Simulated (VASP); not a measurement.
Wanted: the native input for a VASP 6.6.1 run.

```
Task                   : electric field gradients
Functional             : PBE
Potentials or basis    : VASP PAW PBE potentials, release 64 (Si, F)
Cutoff                 : 520 eV
k mesh                 : 9 × 9 × 9
Occupations            : fermi-dirac, width 0.05 eV
Spin                   : no spin polarisation
Dipole correction      : no
Further INCAR settings : ALGO = Normal; EDIFF = 1e-08; NBANDS = 12
```

The structure of SiF lies in POSCAR:

```
SiF
1.0
    3.0286000000      0.0000000000      0.0000000000
    0.0000000000      3.0286000000      0.0000000000
    0.0000000000      0.0000000000      3.0286000000
Si F
1 1
Direct
    0.5000000000      0.5000000000      0.5000000000
    0.0000000000      0.0000000000      0.0000000000
```

These files were run (other wordings do the same):

INCAR

```
PREC = Accurate ; ENCUT = 520
EDIFF = 1E-8 ; ISMEAR = -1
SIGMA = 0.05 ; LREAL = F
LASPH = T ; NELM = 120
ALGO = Normal ; ISIF = 2
LWAVE = F ; LCHARG = F
GGA = PE ; LEFG = T
NBANDS = 12 ; GGA_COMPAT = F
```

KPOINTS

```
Automatic mesh
0
Gamma
  9 9 9
```

Potentials or basis: VASP PAW PBE potentials, release 64 (Si, F).

Run with:

```sh
$ cat potpaw_PBE.64/Si/POTCAR potpaw_PBE.64/F/POTCAR > POTCAR
$ mpirun -np 1 vasp_std > vasp.out
```

Results of the run:

```json
{"Pressure": "0.0 GPa", "Band gap on the k mesh": "zero (an odd number of electrons rules out a gap without spin polarisation)", "Largest electric field gradient by atom": "zero within the noise of the run"}
```

Caveat: an odd number of electrons without spin polarisation forces a metal; a magnetic or distorted state may lie lower.

It took 7.3 s on 1 thread of AMD EPYC 9R45 96-Core Processor (Zen 5), with other jobs on the host, peak memory 0.1 GiB.
